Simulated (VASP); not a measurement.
C, 2 atoms in the cell. It takes space group Fd-3m (No. 227, cubic). Conventional cell: a = 3.567 Å, b = 3.567 Å, c = 3.567 Å, α = 90.00°, β = 90.00°, γ = 90.00°. Within 2.1 Å of C (site symmetry -43m) lie 4 C at 1.54 Å. 

* Program: VASP 6.6.1
* Task: single point
* Functional: PBE-based screened hybrid with 20 % exact exchange
* Potentials or basis: VASP PAW PBE potentials, release 64 (C)
* Cutoff: 520 eV
* k mesh: 6 × 6 × 6
* Occupations: gaussian, width 0.01 eV
* Spin: no spin polarisation
* Dipole correction: no
* Grid for exact exchange (PRECFOCK): Normal
* Share of exact exchange: 0.2
* Further INCAR settings: ALGO = Normal; EDIFF = 1e-06; NBANDS = 11
* Screening parameter: 0.20787 1/Å

Potentials or basis: VASP PAW PBE potentials, release 64 (C).

Command:

```sh
$ cat potpaw_PBE.64/C/POTCAR > POTCAR
$ cp INCAR.step1 INCAR
$ mpirun -np 1 vasp_std > vasp.out
$ cp INCAR.step2 INCAR
$ mpirun -np 1 vasp_std > vasp.out
```

Hardware: 1 thread of Intel Xeon 8259CL, with other jobs on the host.

Question: How long does it take, and how much memory?

Answer: It took 94 s on 1 thread of Intel Xeon 8259CL (shared host), peak memory 0.21 GiB. Counts: k points 16.
